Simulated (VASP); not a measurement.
A run of VASP 6.6.1 is set up as follows.

INCAR

```
PREC     = Accurate       # precision mode
ENCUT    = 520            # plane-wave cutoff, eV
EDIFF    = 1E-6           # SCF threshold, eV
ISMEAR   = 0              # smearing method
SIGMA    = 0.15           # smearing width, eV
LREAL    = False          # projectors in reciprocal space
LASPH    = True           # aspherical terms in the spheres
NELM     = 60             # most SCF steps
ALGO     = Normal         # electronic algorithm
ISIF     = 2              # what is computed and relaxed
LWAVE    = False          # write WAVECAR
LCHARG   = False          # write CHGCAR
GGA      = PS             # functional
NBANDS   = 43             # bands
```

Contents of KPOINTS:

```
Automatic mesh
0
Gamma
  12 12 6
```

Contents of POSCAR:

```
Si2W
1.0
    4.6904887667      0.0000000000      0.0000000000
   -2.3452443834      3.9630072470      0.0000000000
    0.0000000000      0.0000000000      6.6033074698
Si W
6 3
Direct
    0.8361793875      0.6723587749      0.5000000000
    0.1638206125      0.8361793875      0.8333333333
    0.6723587749      0.8361793875      0.1666666667
    0.1638206125      0.3276412251      0.5000000000
    0.8361793875      0.1638206125      0.8333333333
    0.3276412251      0.1638206125      0.1666666667
    0.0000000000      0.5000000000      0.1666666667
    0.5000000000      0.5000000000      0.8333333333
    0.5000000000      0.0000000000      0.5000000000
```

Potentials or basis: VASP PAW PBE potentials, release 64 (Si, W_sv).

Run with:

```bash
$ cat potpaw_PBE.64/Si/POTCAR potpaw_PBE.64/W_sv/POTCAR > POTCAR
$ mpirun -np 1 vasp_std > vasp.out
```

Question: What does it give for the largest force?

Answer: 0.035 eV/Å.

Question: Predict the pressure.

Answer: -4.9 GPa.

Question: Estimate the band gap on the k mesh.

Answer: Zero (band 33 reaches 12.33 eV, above the bottom of band 34 at 12.30 eV).

Forces on the atoms (eV/Å):
```
Si   0.000 -0.035  0.000
Si  -0.022  0.022  0.007
Si   0.022  0.022 -0.007
Si   0.000  0.035  0.000
Si   0.022 -0.022  0.007
Si  -0.022 -0.022 -0.007
W    0.000  0.000  0.021
W    0.000  0.000 -0.021
W    0.000  0.000  0.000
```

Caveat: the cell differs from its parent crystal (strain +0.0250 x Voigt [1, 0, 0, 0, 0, 0]); the PAW data sets were made with another functional, which shifts forces and pressure a little; spin-orbit coupling is left out, which moves the levels of the heavy elements.
